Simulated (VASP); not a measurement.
# Si (Fmmm) in VASP: a series of runs

Si is run at these levels: LDA; tasks: single point.

Program: VASP 6.6.1. These are calculated values, not measurements. Logs are shortened: lines on timing, memory, paths and dates and some standing lists are left out, and cuts for length are marked.

## (1) The cell of the first run

The structure is orthorhombic, space group Fmmm (No. 69). The conventional cell has a = 5.135 Å, b = 5.589 Å, c = 8.235 Å, α = 90.00°, β = 90.00°, γ = 90.00°. Within 3.2 Å of Si (site symmetry m2m) lie 8 Si at 2.39 to 3.02 Å. Within 3.2 Å of Si (site symmetry mm2) lie 8 Si at 2.39 to 2.82 Å.

## (2) Single point, LDA

INCAR

```
  PREC = Accurate
  ENCUT = 520
  EDIFF = 1E-6
  ISMEAR = 0
  SIGMA = 0.15
  LREAL = F
  LASPH = T
  NELM = 100
  ALGO = Fast
  ISIF = 2
  LWAVE = F
  LCHARG = F
  GGA = CA
  NBANDS = 16
```

KPOINTS

```
Automatic mesh
0
Gamma
  16 16 16
```

POSCAR

```
Si
1.0
    0.0000000000      2.7947250327      4.1174197308
    2.5673918292      0.0000000000      4.1174197308
    2.5673918292      2.7947250327      0.0000000000
Si
4
Direct
    0.7297169282      0.2702830718      0.7297169282
    0.2702830718      0.7297169282      0.2702830718
    0.7744251954      0.7744251954      0.2255748046
    0.2255748046      0.2255748046      0.7744251954
```

Potentials or basis: VASP PAW LDA potentials, release 64 (Si).

On the command line:

```bash
$ cat potpaw_LDA.64/Si/POTCAR > POTCAR
$ mpirun -np 1 vasp_std > vasp.out
```

OUTCAR:

```text
PREC = Accurate
   ENCUT = 520
   EDIFF = 1E-6
   ISMEAR = 0
   LREAL = F
   LASPH = T
   NELM = 100
   ISIF = 2
   GGA = CA

 ion  position               nearest neighbor table
   1  0.730  0.270  0.730-   3 2.39   4 2.39   2 2.57   2 2.58   2 2.58   3 2.60   4 2.60   2 3.02

   2  0.270  0.730  0.270-   3 2.39   4 2.39   1 2.57   1 2.58   1 2.58   4 2.60   3 2.60   1 3.02

   3  0.774  0.774  0.226-   1 2.39   2 2.39   4 2.60   4 2.60   1 2.60   2 2.60   4 2.82   4 2.82

   4  0.226  0.226  0.774-   1 2.39   2 2.39   3 2.60   3 2.60   1 2.60   2 2.60   3 2.82   3 2.82

  LATTYP: Found a face centered orthorhombic cell.
 ALAT       =     5.1347836584
 B/A-ratio  =     1.0885463609
 C/A-ratio  =     1.6037364005

  Lattice vectors:

 A1 = (   0.0000000000,   2.7947250327,   4.1174197308)
 A2 = (   2.5673918292,   0.0000000000,   4.1174197308)
 A3 = (   2.5673918292,   2.7947250327,   0.0000000000)

Analysis of symmetry for initial positions (statically):
=====================================================================
 Subroutine PRICEL returns:
 Original cell was already a primitive cell.

 Routine SETGRP: Setting up the symmetry group for a
 face centered orthorhombic supercell.

 Subroutine GETGRP returns: Found  8 space group operations
 (whereof  8 operations were pure point group operations)
 out of a pool of  8 trial point group operations.

The static configuration has the point symmetry D_2h.

Analysis of symmetry for dynamics (positions and initial velocities):
=====================================================================
 Subroutine PRICEL returns:
 Original cell was already a primitive cell.

 Routine SETGRP: Setting up the symmetry group for a
 face centered orthorhombic supercell.

 Subroutine GETGRP returns: Found  8 space group operations
 (whereof  8 operations were pure point group operations)
 out of a pool of  8 trial point group operations.

The dynamic configuration has the point symmetry D_2h.

 Subroutine INISYM returns: Found  8 space group operations
 (whereof  8 operations are pure point group operations),
 and found     1 'primitive' translations

----------------------------------------------------------------------------------------

                                     Primitive cell

  volume of cell :      59.0862

  direct lattice vectors                    reciprocal lattice vectors
     0.000000000  2.794725033  4.117419731    -0.194750172  0.178908477  0.121435276
     2.567391829  0.000000000  4.117419731     0.194750172 -0.178908477  0.121435276
     2.567391829  2.794725033  0.000000000     0.194750172  0.178908477 -0.121435276

  length of vectors
     4.976307190  4.852282560  3.794995232     0.291002404  0.291002404  0.291002404

  position of ions in fractional coordinates (direct lattice)
     0.729716928  0.270283072  0.729716928
     0.270283072  0.729716928  0.270283072
     0.774425195  0.774425195  0.225574805
     0.225574805  0.225574805  0.774425195

  ion indices of the primitive-cell ions
   primitive index   ion index
                 1           1
                 2           2
                 3           3
                 4           4

----------------------------------------------------------------------------------------

 KPOINTS: Automatic mesh

Automatic generation of k-mesh.
 Grid dimensions read from file:
 generate k-points for:   16   16   16

 Generating k-lattice:

  Cartesian coordinates                     Fractional coordinates (reciprocal lattice)
    -0.012171886  0.011181780  0.007589705     0.062500000  0.000000000  0.000000000
     0.012171886 -0.011181780  0.007589705     0.000000000  0.062500000 -0.000000000
     0.012171886  0.011181780 -0.007589705     0.000000000 -0.000000000  0.062500000

  Length of vectors
     0.018187650  0.018187650  0.018187650

  Shift w.r.t. Gamma in fractional coordinates (k-lattice)
     0.000000000  0.000000000  0.000000000

 Subroutine IBZKPT returns following result:
 ===========================================

 Found    621 irreducible k-points:

 Following reciprocal coordinates:
            Coordinates               Weight
  0.000000  0.000000  0.000000      1.000000
  0.062500  0.000000  0.000000      8.000000
  0.125000  0.000000  0.000000      8.000000
  0.187500  0.000000  0.000000      8.000000
  0.250000  0.000000  0.000000      8.000000
  0.312500  0.000000  0.000000      8.000000
[... 16 lines left out ...]
 -0.125000  0.062500  0.000000      8.000000
 -0.062500  0.062500  0.000000      4.000000
 [... further k-points ...]
   k-points           NKPTS =    621   k-points in BZ     NKDIM =    621   number of bands    NBANDS=     16
   number of dos      NEDOS =    301   number of ions     NIONS =      4
   total plane-waves  NPLWV =  40320
   dimension x,y,z NGX =    40 NGY =   36 NGZ =   28
   dimension x,y,z NGXF=    80 NGYF=   72 NGZF=   56
   ions per type =               4
   NGX,Y,Z   is equivalent  to a cutoff of  13.36, 12.33, 12.27 a.u.
   NGXF,Y,Z  is equivalent  to a cutoff of  26.73, 24.67, 24.53 a.u.
 SYSTEM =  unknown system
   PREC   = accura    normal or accurate (medium, high low for compatibility)
   ISTART =      0    job   : 0-new  1-cont  2-samecut
   ICHARG =      2    charge: 1-file 2-atom 10-const
   ISPIN  =      1    spin polarized calculation?
   LNONCOLLINEAR =      F non collinear calculations
   LSORBIT =      F    spin-orbit coupling
   LASPH  =      T    aspherical Exc in radial PAW
   ENCUT  =  520.0 eV  38.22 Ry    6.18 a.u.   9.25  9.02  7.06*2*pi/ulx,y,z
   NELM   =    100;   NELMIN=  2; NELMDL= -5     # of ELM steps
   EDIFF  = 0.1E-05   stopping-criterion for ELM
   LREAL  =      F    real-space projection
   EDIFFG = 0.1E-04   stopping-criterion for IOM
   NSW    =      0    number of steps for IOM
   IBRION =     -1    ionic relax: 0-MD 1-quasi-New 2-CG
   NFREE  =      0    steps in history (QN), initial steepest desc. (CG)
   ISIF   =      2    stress and relaxation
   ISYM   =      2    0-nonsym 1-usesym 2-fastsym
   POTIM  = 0.5000    time-step for ionic-motion
   TEBEG  =    0.0;   TEEND  =   0.0 temperature during run
   PSTRESS=    0.0 pullay stress
   NELECT =      16.0000    total number of electrons
   NUPDOWN=      -1.0000    fix difference up-down
   EMIN   =  10.00;   EMAX   =-10.00  energy-range for DOS
   EFERMI =   0.00;   METHOD = LEGACY
   ISMEAR =     0;   SIGMA  =   0.15  broadening in eV -4-tet -1-fermi 0-gaus
   EFERMI_NEDOS =   21; number of points for ismear=-14 and -15
   IALGO  =     68    algorithm
   IMIX   =      4    mixing-type and parameters
     AMIX     =   0.40;   BMIX     =  1.00
     AMIX_MAG =   1.60;   BMIX_MAG =  1.00
  volume/ion in A,a.u.               =      14.77        99.68
  Fermi-wavevector in a.u.,A,eV,Ry     =   1.059138  2.001481 15.262663  1.121774
  Thomas-Fermi vector in A             =   2.194473
   LORBIT       =      0    0 simple, 1 ext, 2 COOP (PROOUT), +10 PAW based schemes
   GGA     = CA    functional components
   LHFCALC =     F    Hartree Fock is set to
   AEXX    =    0.0000 exact exchange contribution
   IVDW    =     0    specifies the selected vdW correction
   LEPSILON=     F    determine dielectric tensor
   LRPA    =     F    only Hartree local field effects (RPA)
 non-spin polarized calculation
 RMM-DIIS sequential band-by-band and
 Gauss-broadening in eV      SIGMA  =   0.15
  energy-cutoff  :      520.00
  volume of cell :       59.09
 maximum number of plane-waves:      1616
 NGX is ok and might be reduce to    40

 number of electron      16.0000000 magnetization

 Free energy of the ion-electron system (eV)
  ---------------------------------------------------
  ext. energy  EPLUGINS =         0.00000000
  ---------------------------------------------------
  free energy    TOTEN  =       -22.61649637 eV

  energy without entropy =      -22.59851246  energy(sigma->0) =      -22.60750441

 E-fermi :   9.5036     XC(G=0): -11.1041

 val. band max:        9.5033873461   @ k =   0.5000   0.1250   0.1250
 cond. band min:       9.5058651125   @ k =   0.3125  -0.2500   0.0625
 fundamental gap:      0.0024777664
 Fermi energy:         9.5036083413

 k-point     1 :       0.0000    0.0000    0.0000
  band No.  band energies     occupation
      1      -4.5269      2.00000
      2       3.5525      2.00000
      3       4.0160      2.00000
      4       5.7194      2.00000
      5       5.9798      2.00000
      6       6.2756      2.00000
[... 8 lines left out ...]
     15      16.4491      0.00000
     16      19.4062      0.00000

 k-point     2 :       0.0625    0.0000    0.0000
  band No.  band energies     occupation
      1      -4.4799      2.00000
      2       3.2728      2.00000
      3       4.3744      2.00000
      4       5.1625      2.00000
      5       5.6754      2.00000
      6       6.2533      2.00000
[... 8 lines left out ...]
     15      17.1813      0.00000
     16      18.9279      0.00000

 k-point     3 :       0.1250    0.0000    0.0000
  band No.  band energies     occupation
      1      -4.3389      2.00000
      2       2.9222      2.00000
      3       4.1285      2.00000
      4       4.9825      2.00000
      5       5.1701      2.00000
      6       6.2063      2.00000
[... 8 lines left out ...]
     15      17.4411      0.00000
     16      18.5367      0.00000

 k-point     4 :       0.1875    0.0000    0.0000
  band No.  band energies     occupation
      1      -4.1043      2.00000
      2       2.6400      2.00000
      3       3.0673      2.00000
      4       4.5722      2.00000
      5       5.6965      2.00000
      6       6.2247      2.00000
[... 8 lines left out ...]
     15      16.6703      0.00000
     16      17.6048      0.00000
[... 324 lines left out ...]
 k-point    22 :      -0.1875    0.0625    0.0000
  band No.  band energies     occupation
      1      -3.8760      2.00000
      2       2.4119      2.00000
      3       3.2782      2.00000
      4       3.5359      2.00000
      5       5.4201      2.00000
      6       6.6052      2.00000
[... 8 lines left out ...]
     15      17.2294      0.00000
     16      17.6054      0.00000

 k-point    23 :      -0.1250    0.0625    0.0000
  band No.  band energies     occupation
      1      -4.1707      2.00000
      2       3.4495      2.00000
      3       3.5648      2.00000
      4       4.0637      2.00000
      5       4.6862      2.00000
      6       6.5420      2.00000
[... 8 lines left out ...]
     15      17.3271      0.00000
     16      18.0662      0.00000

 k-point    24 :      -0.0625    0.0625    0.0000
  band No.  band energies     occupation
      1      -4.3721      2.00000
      2       3.6798      2.00000
      3       4.1573      2.00000
      4       4.5065      2.00000
      5       4.7535      2.00000
      6       6.4714      2.00000
[... 8 lines left out ...]
     15      17.8685      0.00000
     16      18.4546      0.00000

 [... further k-points ...]

------------------------ aborting loop because EDIFF is reached ----------------------------------------

  FORCE on cell =-STRESS in cart. coord.  units (eV):
  Direction    XX          YY          ZZ          XY          YZ          ZX
  --------------------------------------------------------------------------------------
  -------------------------------------------------------------------------------------
  Total       -3.8722109      1.2425787      4.5394066     -0.0000000      0.0000000      0.0000000
  in kB     -104.9985286     33.6936531    123.0901462     -0.0000000      0.0000000      0.0000000
  external PRESSURE =      17.2617569 kB  Pullay stress =       0.0000000 kB

 VOLUME and BASIS-vectors are now :
 -----------------------------------------------------------------------------
  energy-cutoff  :      520.00
  volume of cell :       59.09
      direct lattice vectors                 reciprocal lattice vectors
     0.000000000  2.794725033  4.117419731    -0.194750172  0.178908477  0.121435276
     2.567391829  0.000000000  4.117419731     0.194750172 -0.178908477  0.121435276
     2.567391829  2.794725033  0.000000000     0.194750172  0.178908477 -0.121435276

 POSITION                                       TOTAL-FORCE (eV/Angst)
 -----------------------------------------------------------------------------------
      2.56739      4.07872      4.11742         0.000000     -0.491578     -0.000000
      2.56739      1.51073      4.11742         0.000000      0.491578     -0.000000
      2.56739      2.79473      6.37727         0.000000      0.000000     -0.766322
      2.56739      2.79473      1.85757         0.000000      0.000000      0.766322
 -----------------------------------------------------------------------------------
    total drift:                                0.000000     -0.000000      0.000000

  FREE ENERGIE OF THE ION-ELECTRON SYSTEM (eV)
  ---------------------------------------------------
  free  energy   TOTEN  =       -22.6164963697 eV

  energy  without entropy=      -22.5985124579  energy(sigma->0) =      -22.60750441
```

Wall time 13 min (1 thread of Oxide Virtual Turin-like, shared host); peak memory 0.44 GiB.

What came out:

| Quantity | Value |
| --- | --- |
| Free energy | -22.6165 eV |
| Pressure | 1.7 GPa |
| Largest force | 0.766 eV/Å |
| Band gap on the k mesh | zero (bands 8 and 9 overlap by 4.29 eV) |

Forces on the atoms (eV/Å):
```
Si   0.000 -0.492  0.000
Si   0.000  0.492  0.000
Si   0.000  0.000 -0.766
Si   0.000  0.000  0.766
```

Levels at points of the mesh, in eV from the Fermi level:
```
           k point  band 6  band 7  band 8  band 9  band 10  band 11
(0.00, 0.00, 0.00)   -3.23   -2.97   -2.22   -2.07     1.02     1.40
(0.50, 0.00, 0.00)   -2.03   -0.57   -0.55    0.49     1.33     2.13
(0.50, 0.50, 0.00)   -3.00    1.24    1.38    3.18     3.69     3.93
(0.50, 0.00, 0.50)   -5.04   -1.68   -1.53   -1.22    -0.86     7.37
(0.00, 0.50, 0.50)   -6.80   -2.71   -0.51   -0.30     2.19     5.64
```

Caveat: the stress differs along the axes, from -10 to 12 GPa.

## (3) Single point, LDA

This run uses another cell than the first one, of the same volume but with other edges.

INCAR

```
PREC = Accurate
ENCUT = 520
EDIFF = 1E-6
ISMEAR = 0
SIGMA = 0.15
LREAL = False
LASPH = True
NELM = 80
ALGO = Fast
ISIF = 2
LWAVE = False
LCHARG = False
GGA = CA
NBANDS = 16
```

KPOINTS is that of step 2.

POSCAR

```
Si
1.0
    0.0000000000      2.4912557353      5.1816334571
    2.2886078396      0.0000000000      5.1816334571
    2.2886078396      2.4912557353      0.0000000000
Si
4
Direct
    0.7297169282      0.2702830718      0.7297169282
    0.2702830718      0.7297169282      0.2702830718
    0.7744251954      0.7744251954      0.2255748046
    0.2255748046      0.2255748046      0.7744251954
```

Potentials or basis: VASP PAW LDA potentials, release 64 (Si).

On the command line:

```bash
$ cat potpaw_LDA.64/Si/POTCAR > POTCAR
$ mpirun -np 1 vasp_std > vasp.out
```

It took 16 min on 1 thread of Oxide Virtual Turin-like, shared host; peak memory 0.46 GiB.

It converged, with:

```yaml
Free_energy: -22.4559 eV
Pressure: 5.6 GPa
Largest_force: 0.709 eV/Å
Band_gap_on_the_k_mesh: zero (bands 8 and 9 overlap by 5.64 eV)
```

Forces in eV/Å, atoms in the order of the input:
```
Si   0.000  0.709  0.000
Si   0.000 -0.709  0.000
Si   0.000  0.000  0.411
Si   0.000  0.000 -0.411
```

Stress tensor (GPa, compression positive):
```
 19.31   0.00   0.00
  0.00   8.20   0.00
  0.00   0.00 -10.66
```

Levels at points of the mesh, in eV from the Fermi level:
| k point | band 6 | band 7 | band 8 | band 9 | band 10 | band 11 |
| --- | --- | --- | --- | --- | --- | --- |
| (0.00, 0.00, 0.00) | -1.72 | -1.29 | -0.06 | 0.29 | 1.68 | 2.15 |
| (0.50, 0.00, 0.00) | -2.18 | -0.17 | 0.80 | 1.20 | 1.31 | 4.14 |
| (0.50, 0.50, 0.00) | -2.04 | -1.99 | -1.23 | 2.72 | 2.88 | 3.00 |
| (0.50, 0.00, 0.50) | -5.55 | -4.24 | -4.06 | -1.77 | -1.59 | 3.48 |
| (0.00, 0.50, 0.50) | -6.37 | -3.67 | -2.80 | -1.95 | 1.07 | 2.47 |

Caveat: the stress differs along the axes, from -11 to 19 GPa.

## (4) Single point, LDA

This run uses another cell than the first one, of the same volume but with other edges.

INCAR

```
SYSTEM = Si
PREC     = Accurate       ! precision mode
ENCUT    = 520            ! plane-wave cutoff, eV
EDIFF    = 1E-6           ! SCF threshold, eV
ISMEAR   = 0              ! smearing method
SIGMA    = 0.15           ! smearing width, eV
LREAL    = .FALSE.        ! projectors in reciprocal space
LASPH    = .TRUE.         ! aspherical terms in the spheres
NELM     = 60             ! most SCF steps
ALGO     = Fast           ! electronic algorithm
ISIF     = 2              ! what is computed and relaxed
LWAVE    = .FALSE.        ! write WAVECAR
LCHARG   = .FALSE.        ! write CHGCAR
NBANDS   = 16             ! bands
```

KPOINTS

```
Automatic mesh
0
G
  16 16 16
  0 0 0
```

POSCAR

```
Si
1.0
    0.0000000000      2.7219665533      4.3404798301
    2.5005517919      0.0000000000      4.3404798301
    2.5005517919      2.7219665533      0.0000000000
Si
4
Direct
    0.7297169282      0.2702830718      0.7297169282
    0.2702830718      0.7297169282      0.2702830718
    0.7744251954      0.7744251954      0.2255748046
    0.2255748046      0.2255748046      0.7744251954
```

On the command line:

```bash
$ cat potpaw_LDA.64/Si/POTCAR > POTCAR
$ mpirun -np 1 vasp_std > vasp.out
```

Run time: 14 min. Hardware: 1 thread of Oxide Virtual Turin-like, shared host; peak memory 0.45 GiB.

Results (log left out):

* Free energy: -22.8781 eV
* Pressure: 0.0 GPa
* Largest force: 0.363 eV/Å
* Band gap on the k mesh: zero (bands 8 and 9 overlap by 3.90 eV)

Forces on the atoms (eV/Å):
```
Si   0.000 -0.231  0.000
Si   0.000  0.231  0.000
Si   0.000  0.000 -0.363
Si   0.000  0.000  0.363
```

Stress tensor (GPa, compression positive):
```
-6.26  0.00  0.00
 0.00 -0.41  0.00
 0.00  0.00  6.75
```

Levels at points of the mesh, in eV from the Fermi level:
```
           k point  band 6  band 7  band 8  band 9  band 10  band 11
(0.00, 0.00, 0.00)   -2.65   -2.36   -2.25   -2.07     1.12     1.51
(0.50, 0.00, 0.00)   -1.59   -0.51   -0.17   -0.06     0.57     2.49
(0.50, 0.50, 0.00)   -2.80    1.22    1.46    2.23     2.69     3.46
(0.50, 0.00, 0.50)   -5.21   -2.07   -1.89   -1.73    -1.72     6.51
(0.00, 0.50, 0.50)   -6.72   -2.75   -1.21   -1.20     1.71     6.22
```

Caveat: the stress differs along the axes, from -6 to 7 GPa.

## (5) Summary

| cell | gap on the mesh (eV) | pressure (GPa) | largest force (eV/Å) |
| --- | --- | --- | --- |
| a = 4.976, b = 4.852, c = 3.795 Å, angles 69.0, 65.6, 45.4°, 4 atoms | none | 1.7 | 0.77 |
| a = 5.749, b = 5.665, c = 3.383 Å, angles 74.1, 71.4, 34.5°, 4 atoms | none | 5.6 | 0.71 |
| a = 5.123, b = 5.009, c = 3.696 Å, angles 70.3, 67.0, 42.8°, 4 atoms | none | 0.0 | 0.36 |

Alike in all rows: task single point; level LDA; potentials or basis VASP PAW LDA potentials, release 64 (Si); no spin polarisation; k mesh 16 × 16 × 16; cutoff (eV) 520; smearing gaussian 0.15 eV.

Caveats: the stress differs along the axes, from -10 to 12 GPa (at least some runs); the stress differs along the axes, from -11 to 19 GPa (at least some runs); the stress differs along the axes, from -6 to 7 GPa (at least some runs).

Absolute energies hang on the potentials; compare differences alone.
